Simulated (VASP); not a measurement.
Wanted: the native input for a VASP 6.6.1 run.

```yaml
Task: single point
Functional: PBE
Potentials_or_basis: VASP PAW PBE potentials, release 64 (Si, C)
Cutoff: 600 eV
k_mesh: 9 × 9 × 9
Occupations: gaussian, width 0.02 eV
Spin: no spin polarisation
Dipole_correction: no
Further_INCAR_settings: ALGO = Normal; EDIFF = 1e-06; NBANDS = 11
```

The structure of SiC (pbe) lies in POSCAR:

```
SiC
1.0
    0.0035229302      2.1605470828      2.1605470828
    2.1605470828      0.0035229302      2.1605470828
    2.1605470828      2.1605470828      0.0035229302
Si C
1 1
Direct
    0.0000989743      0.0000989743      0.0000989743
    0.2499010257      0.2499010257      0.2499010257
```

This cell differs from its parent crystal: strained cell.

These files were run (other wordings do the same):

INCAR

```
PREC = Accurate
ENCUT = 600
EDIFF = 1E-6
ISMEAR = 0
SIGMA = 0.02
LREAL = F
LASPH = T
NELM = 120
ALGO = Normal
ISIF = 2
LWAVE = F
LCHARG = T
GGA = PE
LELF = T
LVHAR = T
NBANDS = 11
GGA_COMPAT = F
```

KPOINTS

```
Automatic mesh
0
Gamma
  9 9 9
```

Potentials or basis: VASP PAW PBE potentials, release 64 (Si, C).

The run is started by

```console
$ cat potpaw_PBE.64/Si/POTCAR potpaw_PBE.64/C/POTCAR > POTCAR
$ mpirun -np 1 vasp_std > vasp.out
```

It gave:

The pressure is 9.7 GPa and the band gap on the k mesh is 1.47 eV, indirect (least direct gap 4.64 eV).

Caveat: the cell differs from its parent crystal (strained cell).

Run time: 11 s on 1 thread of Intel(R) Xeon(R) Platinum 8488C (Sapphire Rapids) (shared host), peak memory 0.14 GiB.
